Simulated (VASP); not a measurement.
Input of a VASP 6.6.1 run:

Contents of INCAR:

```
SYSTEM = ReHg
PREC = Accurate
ENCUT = 520
EDIFF = 1E-6
ISMEAR = 0
SIGMA = 0.1
LREAL = .False.
LASPH = .True.
NELM = 60
ALGO = Normal
ISIF = 2
LWAVE = .False.
LCHARG = .True.
GGA = PE
LELF = .True.
LVHAR = .True.
NBANDS = 16
```

The input KPOINTS:

```
Automatic mesh
0
Gamma
  6 6 6
  0 0 0
```

The input POSCAR:

```
ReHg
1.0
    3.6667748200      0.0000000000      0.0000000000
    0.0000000000      3.6667748200      0.0000000000
    0.0000000000      0.0000000000      3.6667748200
Re Hg
1 1
Direct
    0.5000000000      0.5000000000      0.5000000000
    0.0000000000      0.0000000000      0.0000000000
```

Potentials or basis: VASP PAW PBE potentials, release 64 (Re, Hg).

Command:

```console
$ cat potpaw_PBE.64/Re/POTCAR potpaw_PBE.64/Hg/POTCAR > POTCAR
$ mpirun -np 1 vasp_std > vasp.out
```

Task: What does it give for the band gap on the k mesh?

Result: Zero (an odd number of electrons rules out a gap without spin polarisation).

Task: What does it give for the pressure?

Result: -26.6 GPa.

Caveat: the cell stands under tension; spin-orbit coupling is left out, which moves the levels of the heavy elements.
